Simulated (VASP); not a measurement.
Input of a VASP 6.6.1 run:

INCAR

```
ALGO = Normal
EDIFF = 1E-6
ENCUT = 520
GGA = PE
ISIF = 2
ISMEAR = 0
LASPH = True
LCHARG = False
LREAL = False
LWAVE = False
NBANDS = 36
NELM = 100
PREC = Accurate
SIGMA = 0.1
```

KPOINTS

```
k-points
0
Gamma
  12 12 6
```

Contents of POSCAR:

```
Ge
1.0
    3.9738737680      0.0000000000      0.0000000000
   -1.9869368840      3.4414756345      0.0000000000
    0.0000000000      0.0000000000      6.5606603583
Ge
4
Direct
    0.6666666667      0.3333333333      0.0629628726
    0.3333333333      0.6666666667      0.5629628726
    0.6666666667      0.3333333333      0.4370371274
    0.3333333333      0.6666666667      0.9370371274
```

Potentials or basis: VASP PAW PBE potentials, release 64 (Ge_d).

Command:

```bash
$ cat potpaw_PBE.64/Ge_d/POTCAR > POTCAR
$ mpirun -np 1 vasp_std > vasp.out
```

**Question.** What does it give for the pressure?

**Answer.** 4.1 GPa.

**Question.** What does it give for the band gap on the k mesh?

**Answer.** Zero (bands 28 and 29 overlap by 0.06 eV).

Forces in eV/Å, atoms in the order of the input:
```
Ge   0.000  0.000  0.003
Ge   0.000  0.000  0.003
Ge   0.000  0.000 -0.003
Ge   0.000  0.000 -0.003
```

Caveat: the cell stands under pressure; semilocal functionals underestimate gaps, and a narrow one can read as zero.
